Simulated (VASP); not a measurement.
# Ir (P6_3/mmc) in VASP: single point with r2SCAN

Aim: the single point of Ir with r2SCAN.

All numbers are computed with VASP 6.6.1; they aren't measurements. Logs are shortened: lines on timing, memory, paths and dates and some standing lists are left out, and cuts for length are marked.

### 1 The cell of the first run

The structure is hexagonal, space group P6_3/mmc (No. 194). Conventional cell: a = 2.729 Å, b = 2.729 Å, c = 4.422 Å, α = 90.00°, β = 90.00°, γ = 120.00°. Ir (site symmetry -6m2) has 12 Ir at 2.71 to 2.73 Å within 3.6 Å.

This isn't the form of Ir at room conditions, which is fcc.

### 2 Single point, r2SCAN

Contents of POSCAR:

```
Ir
1.0
    2.7292665793      0.0000000000      0.0000000000
   -1.3646332897      2.3636141914      0.0000000000
    0.0000000000      0.0000000000      4.4217407521
Ir
2
Direct
    0.6666666667      0.3333333333      0.7500000000
    0.3333333333      0.6666666667      0.2500000000
```

Contents of INCAR.step1:

```
PREC     = Accurate       # precision mode
ENCUT    = 520            # plane-wave cutoff, eV
ISMEAR   = 0              # smearing method
SIGMA    = 0.15           # smearing width, eV
LREAL    = F              # projectors in reciprocal space
LASPH    = T              # aspherical terms in the spheres
NELM     = 80             # most SCF steps
NBANDS   = 16             # bands
GGA      = PE             # functional
ALGO     = Normal         # electronic algorithm
EDIFF    = 1E-4           # SCF threshold, eV
LWAVE    = T              # write WAVECAR
LCHARG   = F              # write CHGCAR
```

Contents of INCAR.step2:

```
PREC     = Accurate       # precision mode
ENCUT    = 520            # plane-wave cutoff, eV
EDIFF    = 1E-6           # SCF threshold, eV
ISMEAR   = 0              # smearing method
SIGMA    = 0.15           # smearing width, eV
LREAL    = F              # projectors in reciprocal space
LASPH    = T              # aspherical terms in the spheres
NELM     = 80             # most SCF steps
ALGO     = Normal         # electronic algorithm
ISIF     = 2              # what is computed and relaxed
LWAVE    = F              # write WAVECAR
LCHARG   = F              # write CHGCAR
METAGGA  = R2SCAN         # meta-GGA
LMIXTAU  = T            
NBANDS   = 16             # bands
ISTART   = 1
```

Contents of KPOINTS:

```
regular mesh
0
Gamma
  30 30 16
```

Potentials or basis: VASP PAW PBE potentials, release 64 (Ir).

Started as:

```bash
$ cat potpaw_PBE.64/Ir/POTCAR > POTCAR
$ cp INCAR.step1 INCAR
$ mpirun -np 1 vasp_std > vasp.out
$ cp INCAR.step2 INCAR
$ mpirun -np 1 vasp_std > vasp.out
```

OUTCAR:

```text
PREC = Accurate
   ENCUT = 520
   EDIFF = 1E-6
   ISMEAR = 0
   LREAL = F
   LASPH = T
   NELM = 80
   ISIF = 2
   METAGGA = R2SCAN
   ISTART = 1

 ion  position               nearest neighbor table
   1  0.667  0.333  0.750-   2 2.71   2 2.71   2 2.71   2 2.71   2 2.71   2 2.71
   2  0.333  0.667  0.250-   1 2.71   1 2.71   1 2.71   1 2.71   1 2.71   1 2.71

  LATTYP: Found a hexagonal cell.
 ALAT       =     2.7292665793
 C/A-ratio  =     1.6201205062

  Lattice vectors:

 A1 = (   2.7292665793,   0.0000000000,   0.0000000000)
 A2 = (  -1.3646332897,   2.3636141914,   0.0000000000)
 A3 = (   0.0000000000,   0.0000000000,   4.4217407521)

Analysis of symmetry for initial positions (statically):
=====================================================================
 Subroutine PRICEL returns:
 Original cell was already a primitive cell.

 Routine SETGRP: Setting up the symmetry group for a
 hexagonal supercell.

 Subroutine GETGRP returns: Found 24 space group operations
 (whereof 12 operations were pure point group operations)
 out of a pool of 24 trial point group operations.

The static configuration has the point symmetry D_3d.
 The point group associated with its full space group is D_6h.

Analysis of symmetry for dynamics (positions and initial velocities):
=====================================================================
 Subroutine PRICEL returns:
 Original cell was already a primitive cell.

 Routine SETGRP: Setting up the symmetry group for a
 hexagonal supercell.

 Subroutine GETGRP returns: Found 24 space group operations
 (whereof 12 operations were pure point group operations)
 out of a pool of 24 trial point group operations.

The dynamic configuration has the point symmetry D_3d.
 The point group associated with its full space group is D_6h.

 Subroutine INISYM returns: Found 24 space group operations
 (whereof 12 operations are pure point group operations),
 and found     1 'primitive' translations

----------------------------------------------------------------------------------------

                                     Primitive cell

  volume of cell :      28.5244

  direct lattice vectors                    reciprocal lattice vectors
     2.729266579  0.000000000  0.000000000     0.366398800  0.211540446  0.000000000
    -1.364633290  2.363614191  0.000000000     0.000000000  0.423080892  0.000000000
     0.000000000  0.000000000  4.421740752     0.000000000  0.000000000  0.226155276

  length of vectors
     2.729266579  2.729266579  4.421740752     0.423080892  0.423080892  0.226155276

  position of ions in fractional coordinates (direct lattice)
     0.666666667  0.333333333  0.750000000
     0.333333333  0.666666667  0.250000000

  ion indices of the primitive-cell ions
   primitive index   ion index
                 1           1
                 2           2

----------------------------------------------------------------------------------------

 KPOINTS: regular mesh

Automatic generation of k-mesh.
 Grid dimensions read from file:
 generate k-points for:   30   30   16

 Generating k-lattice:

  Cartesian coordinates                     Fractional coordinates (reciprocal lattice)
     0.012213293  0.007051348  0.000000000     0.033333333  0.000000000  0.000000000
     0.000000000  0.014102696  0.000000000     0.000000000  0.033333333  0.000000000
     0.000000000  0.000000000  0.014134705     0.000000000  0.000000000  0.062500000

  Length of vectors
     0.014102696  0.014102696  0.014134705

  Shift w.r.t. Gamma in fractional coordinates (k-lattice)
     0.000000000  0.000000000  0.000000000

 Subroutine IBZKPT returns following result:
 ===========================================

 Found    819 irreducible k-points:

 Following reciprocal coordinates:
            Coordinates               Weight
  0.000000  0.000000  0.000000      1.000000
  0.033333  0.000000  0.000000      6.000000
  0.066667 -0.000000  0.000000      6.000000
  0.100000  0.000000  0.000000      6.000000
  0.133333 -0.000000  0.000000      6.000000
  0.166667 -0.000000  0.000000      6.000000
[... 16 lines left out ...]
  0.233333  0.033333  0.000000     12.000000
  0.266667  0.033333  0.000000     12.000000
 [... further k-points ...]
   k-points           NKPTS =    819   k-points in BZ     NKDIM =    819   number of bands    NBANDS=     16
   number of dos      NEDOS =    301   number of ions     NIONS =      2
   total plane-waves  NPLWV =  14400
   dimension x,y,z NGX =    20 NGY =   20 NGZ =   36
   dimension x,y,z NGXF=    40 NGYF=   40 NGZF=   72
   ions per type =               2
   NGX,Y,Z   is equivalent  to a cutoff of  12.18, 12.18, 13.54 a.u.
   NGXF,Y,Z  is equivalent  to a cutoff of  24.36, 24.36, 27.07 a.u.
 SYSTEM =  unknown system
   PREC   = accura    normal or accurate (medium, high low for compatibility)
   ISTART =      1    job   : 0-new  1-cont  2-samecut
   ICHARG =      0    charge: 1-file 2-atom 10-const
   ISPIN  =      1    spin polarized calculation?
   LNONCOLLINEAR =      F non collinear calculations
   LSORBIT =      F    spin-orbit coupling
   LASPH  =      T    aspherical Exc in radial PAW
   ENCUT  =  520.0 eV  38.22 Ry    6.18 a.u.   5.07  5.07  8.22*2*pi/ulx,y,z
   NELM   =     80;   NELMIN=  2; NELMDL=  0     # of ELM steps
   EDIFF  = 0.1E-05   stopping-criterion for ELM
   LREAL  =      F    real-space projection
   EDIFFG = 0.1E-04   stopping-criterion for IOM
   NSW    =      0    number of steps for IOM
   IBRION =     -1    ionic relax: 0-MD 1-quasi-New 2-CG
   NFREE  =      0    steps in history (QN), initial steepest desc. (CG)
   ISIF   =      2    stress and relaxation
   ISYM   =      2    0-nonsym 1-usesym 2-fastsym
   POTIM  = 0.5000    time-step for ionic-motion
   TEBEG  =    0.0;   TEEND  =   0.0 temperature during run
   PSTRESS=    0.0 pullay stress
   NELECT =      18.0000    total number of electrons
   NUPDOWN=      -1.0000    fix difference up-down
   EMIN   =  10.00;   EMAX   =-10.00  energy-range for DOS
   EFERMI =   0.00;   METHOD = LEGACY
   ISMEAR =     0;   SIGMA  =   0.15  broadening in eV -4-tet -1-fermi 0-gaus
   EFERMI_NEDOS =   21; number of points for ismear=-14 and -15
   IALGO  =     38    algorithm
   IMIX   =      4    mixing-type and parameters
     AMIX     =   0.40;   BMIX     =  1.00
     AMIX_MAG =   1.60;   BMIX_MAG =  1.00
  volume/ion in A,a.u.               =      14.26        96.25
  Fermi-wavevector in a.u.,A,eV,Ry     =   1.404194  2.653542 26.827427  1.971760
  Thomas-Fermi vector in A             =   2.526780
   LORBIT       =      0    0 simple, 1 ext, 2 COOP (PROOUT), +10 PAW based schemes
   METAGGA = R2SCAN    functional components
   LHFCALC =     F    Hartree Fock is set to
   AEXX    =    0.0000 exact exchange contribution
   IVDW    =     0    specifies the selected vdW correction
   LEPSILON=     F    determine dielectric tensor
   LRPA    =     F    only Hartree local field effects (RPA)
 non-spin polarized calculation
 Gauss-broadening in eV      SIGMA  =   0.15
  energy-cutoff  :      520.00
  volume of cell :       28.52
 maximum number of plane-waves:       785
   NGX = 11   NGY = 11   NGZ = 17

 number of electron      18.0000000 magnetization

 Free energy of the ion-electron system (eV)
  ---------------------------------------------------
  ext. energy  EPLUGINS =         0.00000000
  ---------------------------------------------------
  free energy    TOTEN  =      -104.56525406 eV

  energy without entropy =     -104.53960680  energy(sigma->0) =     -104.55243043

 E-fermi :  10.1776     XC(G=0): -15.2803

 val. band max:       10.1774112372   @ k =   0.3333   0.1333   0.1875
 cond. band min:      10.1778406763   @ k =   0.2333   0.0333   0.3750
 fundamental gap:      0.0004294391
 Fermi energy:        10.1776441054

 k-point     1 :       0.0000    0.0000    0.0000
  band No.  band energies     occupation
      1      -1.4084      2.00000
      2       1.7272      2.00000
      3       6.1227      2.00000
      4       6.2155      2.00000
      5       6.2155      2.00000
      6       6.8898      2.00000
[... 8 lines left out ...]
     15      27.4935      0.00000
     16      28.5405      0.00000

 k-point     2 :       0.0333    0.0000    0.0000
  band No.  band energies     occupation
      1      -1.3630      2.00000
      2       1.7681      2.00000
      3       5.9914      2.00000
      4       6.2534      2.00000
      5       6.3370      2.00000
      6       6.8639      2.00000
[... 8 lines left out ...]
     15      27.5536      0.00000
     16      28.6124      0.00000

 k-point     3 :       0.0667   -0.0000    0.0000
  band No.  band energies     occupation
      1      -1.2278      2.00000
      2       1.8878      2.00000
      3       5.8054      2.00000
      4       6.3668      2.00000
      5       6.4946      2.00000
      6       6.7933      2.00000
[... 8 lines left out ...]
     15      27.7277      0.00000
     16      28.8120      0.00000

 k-point     4 :       0.1000    0.0000    0.0000
  band No.  band energies     occupation
      1      -1.0068      2.00000
      2       2.0780      2.00000
      3       5.6004      2.00000
      4       6.5537      2.00000
      5       6.5961      2.00000
      6       6.7591      2.00000
[... 8 lines left out ...]
     15      27.9933      0.00000
     16      29.0523      0.00000
[... 324 lines left out ...]
 k-point    22 :       0.2000    0.0333    0.0000
  band No.  band energies     occupation
      1       0.3391      2.00000
      2       2.9589      2.00000
      3       5.0048      2.00000
      4       5.2959      2.00000
      5       6.1389      2.00000
      6       6.7566      2.00000
[... 8 lines left out ...]
     15      27.5239      0.00000
     16      27.7434      0.00000

 k-point    23 :       0.2333    0.0333    0.0000
  band No.  band energies     occupation
      1       0.8006      2.00000
      2       3.0569      2.00000
      3       4.8227      2.00000
      4       5.0388      2.00000
      5       6.0845      2.00000
      6       6.5811      2.00000
[... 8 lines left out ...]
     15      26.6580      0.00000
     16      27.1239      0.00000

 k-point    24 :       0.2667    0.0333    0.0000
  band No.  band energies     occupation
      1       1.2511      2.00000
      2       3.0309      2.00000
      3       4.3980      2.00000
      4       5.1757      2.00000
      5       6.1355      2.00000
      6       6.4185      2.00000
[... 8 lines left out ...]
     15      25.7655      0.00000
     16      26.5482      0.00000

 [... further k-points ...]

------------------------ aborting loop because EDIFF is reached ----------------------------------------

  FORCE on cell =-STRESS in cart. coord.  units (eV):
  Direction    XX          YY          ZZ          XY          YZ          ZX
  --------------------------------------------------------------------------------------
  -------------------------------------------------------------------------------------
  Total        0.4269000      0.4269000      0.5195060     -0.0000000      0.0000000      0.0000000
  in kB       23.9784367     23.9784367     29.1800014     -0.0000000      0.0000000      0.0000000
  external PRESSURE =      25.7122916 kB  Pullay stress =       0.0000000 kB

 VOLUME and BASIS-vectors are now :
 -----------------------------------------------------------------------------
  energy-cutoff  :      520.00
  volume of cell :       28.52
      direct lattice vectors                 reciprocal lattice vectors
     2.729266579  0.000000000  0.000000000     0.366398800  0.211540446  0.000000000
    -1.364633290  2.363614191  0.000000000     0.000000000  0.423080892  0.000000000
     0.000000000  0.000000000  4.421740752     0.000000000  0.000000000  0.226155276

 POSITION                                       TOTAL-FORCE (eV/Angst)
 -----------------------------------------------------------------------------------
      1.36463      0.78787      3.31631         0.000000     -0.000000      0.000000
     -0.00000      1.57574      1.10544        -0.000000      0.000000      0.000000
 -----------------------------------------------------------------------------------
    total drift:                               -0.000000      0.000000     -0.000000

  FREE ENERGIE OF THE ION-ELECTRON SYSTEM (eV)
  ---------------------------------------------------
  free  energy   TOTEN  =      -104.5652540602 eV

  energy  without entropy=     -104.5396068039  energy(sigma->0) =     -104.55243043
```

Wall time 15 min (1 thread of Intel Xeon Platinum 8259CL at 2.50GHz (Skylake/Cascade Lake), shared host); peak memory 0.41 GiB.

Results:

```yaml
Free_energy: -104.5653 eV
Pressure: 2.6 GPa
Band_gap_on_the_k_mesh: zero (bands 9 and 10 overlap by 3.42 eV)
```

Levels at points of the mesh, in eV from the Fermi level:
| k point | band 5 | band 6 | band 7 | band 8 | band 9 | band 10 | band 11 | band 12 | band 13 | band 14 |
| --- | --- | --- | --- | --- | --- | --- | --- | --- | --- | --- |
| (0.00, 0.00, 0.00) | -3.96 | -3.29 | -3.29 | -2.48 | -2.48 | -0.77 | 0.27 | 0.27 | 7.40 | 15.11 |
| (0.50, 0.00, 0.00) | -3.70 | -3.53 | -3.07 | 0.71 | 0.98 | 1.14 | 3.06 | 4.59 | 8.67 | 10.71 |
| (0.00, 0.00, 0.50) | -4.10 | -4.10 | -4.10 | -4.10 | -0.50 | -0.50 | -0.50 | -0.50 | 14.40 | 14.40 |
| (0.50, 0.00, 0.50) | -2.22 | -2.22 | -0.98 | -0.98 | 0.97 | 0.97 | 2.10 | 2.10 | 8.03 | 8.03 |

Caveat: the PAW data sets were made with another functional, which shifts forces and pressure a little; spin-orbit coupling is left out, which moves the levels of the heavy elements.
